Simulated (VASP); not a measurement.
Runs of VASP 6.6.1 on SiSnGe2. The structure is that of space group P-4m2 (No. 115), or close to it. The cells are those of the table. 

```tsv
cell	k mesh	smearing	gap on the mesh (eV)	pressure (GPa)	largest force (eV/Å)
a = 4.132, b = 4.132, c = 5.901 Å, 4 atoms	10 × 10 × 8	fermi-dirac 0.15 eV	none	1.1	-
a = 3.922, b = 3.922, c = 5.606 Å, 4 atoms	12 × 12 × 8	fermi-dirac 0.15 eV	-	(b)	0.01
a = 4.166, b = 4.166, c = 5.927 Å, 4 atoms	6 × 6 × 4	gaussian 0.1 eV	none	0.0	0.01
a = 4.160, b = 4.160, c = 5.941 Å, 4 atoms	10 × 10 × 8	fermi-dirac 0.15 eV	none	-0.1	-
a = 4.188, b = 4.188, c = 5.980 Å, 4 atoms	10 × 10 × 8	fermi-dirac 0.15 eV	none	(a)	-
```

Alike in all rows: task single point; level PBE; potentials or basis VASP PAW PBE potentials, release 64 (Si, Sn_d, Ge_d); no spin polarisation; cutoff (eV) 520.

**Question.** Fill in the values left out.

**Answer.** (a) -1.1; (b) 14.9.

Caveats: spin-orbit coupling is left out, which moves the levels of the heavy elements.

A k mesh can miss the band edges, and the runs leave out spin-orbit coupling on Ge, Sn.

A gap of «none» marks levels without a gap at the run's occupations.
